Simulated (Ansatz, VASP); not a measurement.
# Two plane-wave programs on SrAlZnC6N6

INCAR

```
  ALGO = Normal
  EDIFF = 1E-6
  EDIFFG = -0.04
  ENCUT = 600
  GGA = PE
  IBRION = 2
  ISIF = 3
  ISMEAR = 0
  LASPH = True
  LCHARG = False
  LREAL = Auto
  LWAVE = False
  NELM = 60
  NSW = 90
  PREC = Accurate
  SIGMA = 0.1
```

KPOINTS

```
k-points
0
Gamma
  4 4 4
```

POSCAR

```
SrAlZnC6N6
1.0
    0.0000000000      5.0525000000      5.0525000000
    5.0525000000      0.0000000000      5.0525000000
    5.0525000000      5.0525000000      0.0000000000
Sr Al Zn C N
1 1 1 6 6
Direct
    0.7500000000      0.7500000000      0.7500000000
    0.0000000000      0.0000000000      0.0000000000
    0.5000000000      0.5000000000      0.5000000000
    0.8144482900      0.1855517100      0.1855517100
    0.1855517100      0.1855517100      0.8144482900
    0.8144482900      0.1855517100      0.8144482900
    0.1855517100      0.8144482900      0.8144482900
    0.8144482900      0.8144482900      0.1855517100
    0.1855517100      0.8144482900      0.1855517100
    0.6986640300      0.3013359700      0.3013359700
    0.3013359700      0.3013359700      0.6986640300
    0.6986640300      0.3013359700      0.6986640300
    0.3013359700      0.6986640300      0.6986640300
    0.6986640300      0.6986640300      0.3013359700
    0.3013359700      0.6986640300      0.3013359700
```

Input for Ansatz:

```yaml
crystal:
  lattice:
    - [0.0, 5.0525, 5.0525]
    - [5.0525, 0.0, 5.0525]
    - [5.0525, 5.0525, 0.0]
  atoms:
    - { symbol: Sr, position: [0.75, 0.75, 0.75] }
    - { symbol: Al, position: [0.0, 0.0, 0.0] }
    - { symbol: Zn, position: [0.5, 0.5, 0.5] }
    - { symbol: C, position: [0.81444829, 0.18555171, 0.18555171] }
    - { symbol: C, position: [0.18555171, 0.18555171, 0.81444829] }
    - { symbol: C, position: [0.81444829, 0.18555171, 0.81444829] }
    - { symbol: C, position: [0.18555171, 0.81444829, 0.81444829] }
    - { symbol: C, position: [0.81444829, 0.81444829, 0.18555171] }
    - { symbol: C, position: [0.18555171, 0.81444829, 0.18555171] }
    - { symbol: "N", position: [0.69866403, 0.30133597, 0.30133597] }
    - { symbol: "N", position: [0.30133597, 0.30133597, 0.69866403] }
    - { symbol: "N", position: [0.69866403, 0.30133597, 0.69866403] }
    - { symbol: "N", position: [0.30133597, 0.69866403, 0.69866403] }
    - { symbol: "N", position: [0.69866403, 0.69866403, 0.30133597] }
    - { symbol: "N", position: [0.30133597, 0.69866403, 0.30133597] }
basis:
  ecutwfc: 420
kpoints:
  mp_grid: { grid: [4, 4, 4] }
hamiltonian:
  xc: pbe
scf:
  occupations: { method: gaussian, width: 0.1 }
  lower_state_search: "off"
output:
  forces: true
  stress: true
  eigenvalues: true
relax:
  adjacent_minimum: "off"
  f_tol: 0.04
  max_steps: 70
  cell: { stress_tol: 0.4 }
```

Alike in both runs: task relaxation of cell and atoms; functional PBE; k mesh 4 × 4 × 4; occupations gaussian, width 0.1 eV; no spin polarisation.

|  | VASP | Ansatz |
| --- | --- | --- |
| version | VASP 6.6.1 | Ansatz 0.2.0 |
| potentials or method | VASP PAW PBE potentials, release 64 (Sr_sv, Al, Zn, C, N), cutoff 600 eV | scalar-relativistic, plane waves, PAW |
| valence electrons in the cell | 79 | 79 |

|  | VASP | Ansatz | Ansatz less VASP |
| --- | --- | --- | --- |
| gap on the k mesh at the Fermi level, each at its own relaxed structure (eV) | none | none | - |
| relaxed volume (Å³/atom) | 20.80 | 20.80 | -0.001 |
| relaxed length of the cell vector where the two differ most in proportion (Å) | 7.613 | 7.613 | -0.0002 |

A gap of «none» marks a metal or a gap that the smearing closes.

Noted on VASP's run: the standard files for N, O and F lose accuracy on very short bonds; the volume moved by over 15 % at a fixed basis, so the end points are rough.
